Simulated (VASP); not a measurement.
Crystal: NiO.

```
CELL_PARAMETERS angstrom
0.00000 2.12681 2.12681
2.12681 0.00000 2.12681
2.12681 2.12681 0.00000
ATOMIC_POSITIONS crystal
Ni 0.00000 0.00000 0.00000
O 0.50000 0.50000 0.50000
```

Base run:

| Item | Value |
| --- | --- |
| Program | VASP 6.6.1 |
| Functional | PBEsol |
| Dispersion | D4 |
| Potentials or basis | VASP PAW PBE potentials, release 64 (Ni, O) |
| Cutoff | 520 eV |
| k mesh | 11 × 11 × 11 |
| Occupations | fermi-dirac, width 0.05 eV |
| Spin | collinear spin, ferromagnetic start |
| Starting moments | [1.0, 0.0] μB |

Its results: pressure -18.2 GPa; net moment 1.59 μB per cell; site moments Ni +1.31; O +0.24 μB.

Task: After a change of settings the same cell gave: pressure -7.6 GPa; net moment 1.90 μB per cell; site moments Ni +1.55; O +0.30 μB. Which change was it?
A. functional from PBEsol to RPBE; cutoff from 520 eV to 600 eV
B. functional from PBEsol to PBE; dispersion from D4 to D3(BJ)
C. functional from PBEsol to r2SCAN; dispersion from D4 to D3(BJ)
D. functional from PBEsol to revPBE; dispersion from D4 to none

Result: A.

RPBE binds less tightly than PBEsol, so the same cell stands under more pressure.

Caveats: the PAW data sets were made with another functional, which shifts forces and pressure a little; a cell with one magnetic atom can't hold antiferromagnetic order, which such compounds often take; pairwise dispersion overbinds metals, which lowers pressure and volume.
